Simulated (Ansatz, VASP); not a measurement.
## Na2Ru: VASP beside Ansatz

```
CELL_PARAMETERS angstrom
5.31997 0.00000 0.00000
-2.65998 4.60723 0.00000
0.00000 0.00000 2.41327
ATOMIC_POSITIONS crystal
Na 0.33333 0.66667 0.50000
Na 0.66667 0.33333 0.50000
Ru 0.00000 0.00000 0.50000
```

Alike in both runs: task single point; functional PBE; k mesh 6 × 6 × 8; occupations gaussian, width 0.1 eV; collinear spin.

|  | VASP | Ansatz |
| --- | --- | --- |
| version | VASP 6.6.1 | Ansatz 0.2.0 |
| potentials or method | VASP PAW PBE potentials, release 64 (Na_pv, Ru_pv), cutoff 520 eV | scalar-relativistic, plane waves, PAW |
| valence electrons in the cell | 28 | 34 |

|  | VASP | Ansatz | Ansatz less VASP |
| --- | --- | --- | --- |
| gap on the k mesh at the Fermi level (eV) | none | none | - |
| pressure (GPa) | 1.6 | 1.6 | -0.05 |
| traceless stress, the component that is largest in VASP (GPa) | 2.57 | 2.47 | -0.103 |
| net moment per atom (μB) | 0.22 | 0.22 | -0.003 |
| size of the moment on the site where the two differ most (μB) | 0.60 | 0.52 | -0.087 |

Site moments also hang on the region over which each program counts them. A gap of «none» marks a metal or a gap that the smearing closes. VASP's potentials hold 28 valence electrons a cell and Ansatz's 34, so a difference there can come from the potentials and not from the codes.
